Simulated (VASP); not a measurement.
# Mg5Te2 (P4/mmm) in VASP: notebook, part 2 of 2

VASP 6.6.1. Earlier steps stand in the parts before.

### Step 3. Single point, PBE

This run uses another cell than the first one, of 25.56 Å³/atom, 0.985 times its volume.

INCAR

```
ALGO = Normal
EDIFF = 1E-6
ENCUT = 520
GGA = PE
ISIF = 2
ISMEAR = 0
LASPH = T
LCHARG = T
LELF = T
LREAL = F
LVHAR = T
LWAVE = F
NBANDS = 20
NELM = 60
PREC = Accurate
SIGMA = 0.2
```

KPOINTS

```
k-points
0
Gamma
  3 3 3
```

POSCAR

```
Mg5Te2
1.0
    6.1902862477      0.0000000000      0.0000000000
    0.0000000000      6.1902862477      0.0000000000
    0.0000000000      0.0000000000      4.6689449097
Mg Te
5 2
Direct
    0.7577926215      0.7577926215      0.0000000000
    0.2422073785      0.2422073785      0.0000000000
    0.2422073785      0.7577926215      0.0000000000
    0.7577926215      0.2422073785      0.0000000000
    0.5000000000      0.5000000000      0.5000000000
    0.5000000000      0.0000000000      0.5000000000
    0.0000000000      0.5000000000      0.5000000000
```

Potentials or basis: VASP PAW PBE potentials, release 64 (Mg, Te).

Run with:

```bash
$ cat potpaw_PBE.64/Mg/POTCAR potpaw_PBE.64/Te/POTCAR > POTCAR
$ mpirun -np 1 vasp_std > vasp.out
```

OUTCAR:

```text
EDIFF = 1E-6
   ENCUT = 520
   GGA = PE
   ISIF = 2
   ISMEAR = 0
   LASPH = T
   LREAL = F
   NELM = 60
   PREC = Accurate

 ion  position               nearest neighbor table
   1  0.758  0.758  0.000-   3 3.00   4 3.00   4 3.19   3 3.19   6 3.20   7 3.20   6 3.20   7 3.20
                             5 3.25   5 3.25
   2  0.242  0.242  0.000-   3 3.00   4 3.00   4 3.19   3 3.19   6 3.20   7 3.20   6 3.20   7 3.20
                             5 3.25   5 3.25
   3  0.242  0.758  0.000-   1 3.00   2 3.00   1 3.19   2 3.19   7 3.20   6 3.20   7 3.20   6 3.20
                             5 3.25   5 3.25
   4  0.758  0.242  0.000-   1 3.00   2 3.00   1 3.19   2 3.19   7 3.20   6 3.20   7 3.20   6 3.20
                             5 3.25   5 3.25
   5  0.500  0.500  0.500-   6 3.10   7 3.10   6 3.10   7 3.10   1 3.25   2 3.25   1 3.25   2 3.25
                             3 3.25   4 3.25   3 3.25   4 3.25
   6  0.500  0.000  0.500-   5 3.10   5 3.10   3 3.20   4 3.20   1 3.20   1 3.20   2 3.20   3 3.20
                             4 3.20   2 3.20
   7  0.000  0.500  0.500-   5 3.10   5 3.10   3 3.20   4 3.20   1 3.20   1 3.20   2 3.20   3 3.20
                             4 3.20   2 3.20

  LATTYP: Found a simple tetragonal cell.
 ALAT       =     6.1902862477
 C/A-ratio  =     0.7542373200

  Lattice vectors:

 A1 = (   6.1902862477,   0.0000000000,   0.0000000000)
 A2 = (   0.0000000000,   6.1902862477,   0.0000000000)
 A3 = (   0.0000000000,   0.0000000000,   4.6689449097)

Analysis of symmetry for initial positions (statically):
=====================================================================
 Subroutine PRICEL returns:
 Original cell was already a primitive cell.

 Routine SETGRP: Setting up the symmetry group for a
 simple tetragonal supercell.

 Subroutine GETGRP returns: Found 16 space group operations
 (whereof 16 operations were pure point group operations)
 out of a pool of 16 trial point group operations.

The static configuration has the point symmetry D_4h.

Analysis of symmetry for dynamics (positions and initial velocities):
=====================================================================
 Subroutine PRICEL returns:
 Original cell was already a primitive cell.

 Routine SETGRP: Setting up the symmetry group for a
 simple tetragonal supercell.

 Subroutine GETGRP returns: Found 16 space group operations
 (whereof 16 operations were pure point group operations)
 out of a pool of 16 trial point group operations.

The dynamic configuration has the point symmetry D_4h.

 Subroutine INISYM returns: Found 16 space group operations
 (whereof 16 operations are pure point group operations),
 and found     1 'primitive' translations

----------------------------------------------------------------------------------------

                                     Primitive cell

  volume of cell :     178.9123

  direct lattice vectors                    reciprocal lattice vectors
     6.190286248  0.000000000  0.000000000     0.161543418  0.000000000  0.000000000
     0.000000000  6.190286248  0.000000000     0.000000000  0.161543418  0.000000000
     0.000000000  0.000000000  4.668944910     0.000000000  0.000000000  0.214181152

  length of vectors
     6.190286248  6.190286248  4.668944910     0.161543418  0.161543418  0.214181152

[... 39 lines left out ...]

 Subroutine IBZKPT returns following result:
 ===========================================

 Found      6 irreducible k-points:

 Following reciprocal coordinates:
            Coordinates               Weight
  0.000000  0.000000  0.000000      1.000000
  0.333333  0.000000  0.000000      4.000000
  0.333333  0.333333  0.000000      4.000000
  0.000000  0.000000  0.333333      2.000000
  0.333333  0.000000  0.333333      8.000000
  0.333333  0.333333  0.333333      8.000000
   k-points           NKPTS =      6   k-points in BZ     NKDIM =      6   number of bands    NBANDS=     20
   number of dos      NEDOS =    301   number of ions     NIONS =      7
   total plane-waves  NPLWV =  82944
   dimension x,y,z NGX =    48 NGY =   48 NGZ =   36
   dimension x,y,z NGXF=    96 NGYF=   96 NGZF=   72
   ions per type =               5   2
   NGX,Y,Z   is equivalent  to a cutoff of  12.89, 12.89, 12.82 a.u.
   NGXF,Y,Z  is equivalent  to a cutoff of  25.78, 25.78, 25.64 a.u.
 SYSTEM =  unknown system
   PREC   = accura    normal or accurate (medium, high low for compatibility)
   ISTART =      0    job   : 0-new  1-cont  2-samecut
   ICHARG =      2    charge: 1-file 2-atom 10-const
   ISPIN  =      1    spin polarized calculation?
   LNONCOLLINEAR =      F non collinear calculations
   LSORBIT =      F    spin-orbit coupling
   LASPH  =      T    aspherical Exc in radial PAW
   ENCUT  =  520.0 eV  38.22 Ry    6.18 a.u.  11.51 11.51  8.68*2*pi/ulx,y,z
   NELM   =     60;   NELMIN=  2; NELMDL= -5     # of ELM steps
   EDIFF  = 0.1E-05   stopping-criterion for ELM
   LREAL  =      F    real-space projection
[... 7 lines left out ...]
   TEBEG  =    0.0;   TEEND  =   0.0 temperature during run
   PSTRESS=    0.0 pullay stress
   NELECT =      22.0000    total number of electrons
   NUPDOWN=      -1.0000    fix difference up-down
   EMIN   =  10.00;   EMAX   =-10.00  energy-range for DOS
   EFERMI =   0.00;   METHOD = LEGACY
   ISMEAR =     0;   SIGMA  =   0.20  broadening in eV -4-tet -1-fermi 0-gaus
   EFERMI_NEDOS =   21; number of points for ismear=-14 and -15
   IALGO  =     38    algorithm
   IMIX   =      4    mixing-type and parameters
     AMIX     =   0.40;   BMIX     =  1.00
     AMIX_MAG =   1.60;   BMIX_MAG =  1.00
  volume/ion in A,a.u.               =      25.56       172.48
  Fermi-wavevector in a.u.,A,eV,Ry     =   0.814084  1.538395  9.017017  0.662732
  Thomas-Fermi vector in A             =   1.923926
   LORBIT       =      0    0 simple, 1 ext, 2 COOP (PROOUT), +10 PAW based schemes
   GGA     = PE    functional components
   LHFCALC =     F    Hartree Fock is set to
   AEXX    =    0.0000 exact exchange contribution
   IVDW    =     0    specifies the selected vdW correction
   LEPSILON=     F    determine dielectric tensor
   LRPA    =     F    only Hartree local field effects (RPA)
 non-spin polarized calculation
 Gauss-broadening in eV      SIGMA  =   0.20
  energy-cutoff  :      520.00
  volume of cell :      178.91
 maximum number of plane-waves:      4869
 NGX is ok and might be reduce to    48
   NGX = 23   NGY = 23   NGZ = 17

 number of electron      21.9999998 magnetization

 Free energy of the ion-electron system (eV)
  ---------------------------------------------------
  ext. energy  EPLUGINS =         0.00000000
  ---------------------------------------------------
  free energy    TOTEN  =       -15.52675085 eV

  energy without entropy =      -15.47790674  energy(sigma->0) =      -15.50232879

 E-fermi :   4.3494     XC(G=0):  -8.7360

 val. band max:        4.2618710027   @ k =   0.3333   0.0000   0.3333
 cond. band min:       4.5123170226   @ k =   0.3333   0.3333   0.3333
 fundamental gap:      0.2504460199
 Fermi energy:         4.3493953226

 k-point     1 :       0.0000    0.0000    0.0000
  band No.  band energies     occupation
      1      -7.8472      2.00000
      2      -7.1372      2.00000
      3      -0.7507      2.00000
      4      -0.7507      2.00000
      5       0.5723      2.00000
      6       0.7973      2.00000
[... 127 lines left out ...]
     19       8.3247      0.00000
     20       8.6831      0.00000

------------------------ aborting loop because EDIFF is reached ----------------------------------------

  FORCE on cell =-STRESS in cart. coord.  units (eV):
  Direction    XX          YY          ZZ          XY          YZ          ZX
  --------------------------------------------------------------------------------------
  -------------------------------------------------------------------------------------
  Total        0.4685862      0.4685862      0.2294070      0.0000000     -0.0000000      0.0000000
  in kB        4.1962359      4.1962359      2.0543626      0.0000000     -0.0000000      0.0000000
  external PRESSURE =       3.4822782 kB  Pullay stress =       0.0000000 kB

 VOLUME and BASIS-vectors are now :
 -----------------------------------------------------------------------------
  energy-cutoff  :      520.00
  volume of cell :      178.91
      direct lattice vectors                 reciprocal lattice vectors
     6.190286248  0.000000000  0.000000000     0.161543418  0.000000000  0.000000000
     0.000000000  6.190286248  0.000000000     0.000000000  0.161543418  0.000000000
     0.000000000  0.000000000  4.668944910     0.000000000  0.000000000  0.214181152

 POSITION                                       TOTAL-FORCE (eV/Angst)
 -----------------------------------------------------------------------------------
      4.69095      4.69095      0.00000        -0.001002     -0.001002      0.000000
      1.49933      1.49933      0.00000         0.001002      0.001002      0.000000
      1.49933      4.69095      0.00000         0.001002     -0.001002      0.000000
      4.69095      1.49933      0.00000        -0.001002      0.001002     -0.000000
      3.09514      3.09514      2.33447         0.000000     -0.000000      0.000000
      3.09514      0.00000      2.33447         0.000000     -0.000000      0.000000
      0.00000      3.09514      2.33447         0.000000     -0.000000      0.000000
 -----------------------------------------------------------------------------------
    total drift:                                0.000000      0.000000     -0.000000

  FREE ENERGIE OF THE ION-ELECTRON SYSTEM (eV)
  ---------------------------------------------------
  free  energy   TOTEN  =       -15.5267508492 eV

  energy  without entropy=      -15.4779067370  energy(sigma->0) =      -15.50232879
```

Wall time 16 s (1 thread of Intel Xeon 6975P-C (Granite Rapids), shared host); peak memory 0.26 GiB.

What came out:

* Free energy: -15.5268 eV
* Pressure: 0.3 GPa
* Band gap on the k mesh: zero (band 11 reaches 4.85 eV, above the bottom of band 12 at 3.53 eV)

Caveat: the k points lie up to 0.45 Å⁻¹ apart; spin-orbit coupling is left out, which moves the levels of the heavy elements.

### Step 4. Relaxation of cell and atoms, PBE

This run uses another cell than the first one, of 22.91 Å³/atom, 0.883 times its volume.

INCAR

```
SYSTEM = Mg5Te2
PREC     = Accurate       ! precision mode
ENCUT    = 600            ! plane-wave cutoff, eV
EDIFF    = 1E-6           ! SCF threshold, eV
ISMEAR   = 0              ! smearing method
SIGMA    = 0.2            ! smearing width, eV
LREAL    = .False.        ! projectors in reciprocal space
LASPH    = .True.         ! aspherical terms in the spheres
NELM     = 100            ! most SCF steps
ALGO     = Normal         ! electronic algorithm
ISIF     = 3              ! what is computed and relaxed
LWAVE    = .False.        ! write WAVECAR
LCHARG   = .False.        ! write CHGCAR
GGA      = PE             ! functional
IBRION   = 2              ! ionic algorithm
NSW      = 36             ! ionic steps
EDIFFG   = -0.08          ! ionic threshold
```

KPOINTS

```
Automatic mesh
0
Gamma
  3 3 3
  0 0 0
```

POSCAR

```
Mg5Te2
1.0
    5.1244908300      0.0000000000      0.0000000000
    0.0000000000      5.1244908300      0.0000000000
    0.0000000000      0.0000000000      6.1068856900
Mg Te
5 2
Direct
    0.7372762300      0.7372762300      0.0000000000
    0.2627237700      0.2627237700      0.0000000000
    0.2627237700      0.7372762300      0.0000000000
    0.7372762300      0.2627237700      0.0000000000
    0.5000000000      0.5000000000      0.5000000000
    0.5000000000      0.0000000000      0.5000000000
    0.0000000000      0.5000000000      0.5000000000
```

Run with:

```bash
$ cat potpaw_PBE.64/Mg/POTCAR potpaw_PBE.64/Te/POTCAR > POTCAR
$ mpirun -np 1 vasp_std > vasp.out
```

Run time: 83 s. Hardware: 1 thread of Intel Xeon 6975P-C (Granite Rapids), shared host; peak memory 0.29 GiB.

The run converged. Its results:

* Free energy: -15.5263 eV
* Relaxed volume: 25.67 Å³/atom
* Relaxed cell: a = 6.217 Å, b = 6.217 Å, c = 4.648 Å, α = 90.00°, β = 90.00°, γ = 90.00°
* Space group after relaxing (to 0.05 Å): P4/mmm (No. 123)
* Energy gained by relaxing: 699.3 meV/atom
* Ionic steps: 8
* Pressure after relaxing: 0.2 GPa
* Largest force after relaxing: 0.048 eV/Å
* Band gap on the k mesh: zero (band 11 reaches 4.87 eV, above the bottom of band 12 at 3.52 eV)

Forces on the atoms (eV/Å):
```
Mg   0.034  0.034  0.000
Mg  -0.034 -0.034  0.000
Mg  -0.034  0.034  0.000
Mg   0.034 -0.034  0.000
Mg   0.000  0.000  0.000
Te   0.000  0.000  0.000
Te   0.000  0.000  0.000
```

Stress tensor (GPa, compression positive):
```
0.10 0.00 0.00
0.00 0.10 0.00
0.00 0.00 0.48
```

Step by step:
```tsv
step	energy change (eV)	largest force (eV/Å)	pressure (GPa)	volume (Å³)
1	0.0000	1.8799	13.77	160.37
2	-3.1080	0.2040	-1.75	209.11
3	-3.0974	0.0142	-3.69	225.03
4	-3.1391	0.1021	-2.74	216.30
5	-3.8767	0.0241	-2.78	205.65
6	-4.6809	0.0701	3.08	169.29
7	-4.8923	0.0291	-0.24	181.67
8	-4.8948	0.0485	0.23	179.68
```

Final structure:
```xyz
7
Lattice="6.2174 0.0000 0.0000 0.0000 6.2174 0.0000 0.0000 0.0000 4.6482" Properties=species:S:1:pos:R:3 pbc="T T T"
Mg    4.7067    4.7067    0.0000
Mg    1.5107    1.5107    4.6482
Mg    1.5107    4.7067    4.6482
Mg    4.7067    1.5107    0.0000
Mg    3.1087    3.1087    2.3241
Te    3.1087    6.2174    2.3241
Te    0.0000    3.1087    2.3241
```

Levels at points of the mesh, in eV from the Fermi level:
```csv
k point,band 8,band 9,band 10,band 11,band 12,band 13,band 14,band 15
"(0.00, 0.00, 0.00)",-2.74,-2.48,-2.33,0.59,0.95,1.01,2.23,2.23
```

Caveat: the k points lie up to 0.45 Å⁻¹ apart in the final cell; spin-orbit coupling is left out, which moves the levels of the heavy elements; the relaxation stopped at a loose force limit of 0.08 eV/Å, so its end isn't a converged minimum.

### Step 5. Overview

| task | cell | cutoff (eV) | gap on the mesh (eV) | pressure (GPa) | largest force (eV/Å) |
| --- | --- | --- | --- | --- | --- |
| single point | a = 4.536, b = 4.536, c = 8.824 Å, 7 atoms | 520 | none | 0.1 | 0.02 |
| single point | a = 6.190, b = 6.190, c = 4.669 Å, 7 atoms | 520 | none | 0.3 | - |
| relaxation of cell and atoms | relaxed from a = 5.124, b = 5.124, c = 6.107 Å, 7 atoms | 600 | none | 0.2 | 0.05 |

Alike in all rows: level PBE; potentials or basis VASP PAW PBE potentials, release 64 (Mg, Te); no spin polarisation; k mesh 3 × 3 × 3; smearing gaussian 0.2 eV.

Caveats: all runs use coarse meshes; spin-orbit coupling is left out, which moves the levels of the heavy elements; the relaxation stopped at a loose force limit of 0.08 eV/Å, so its end isn't a converged minimum (some runs).

Absolute energies hang on the potentials; compare differences alone.
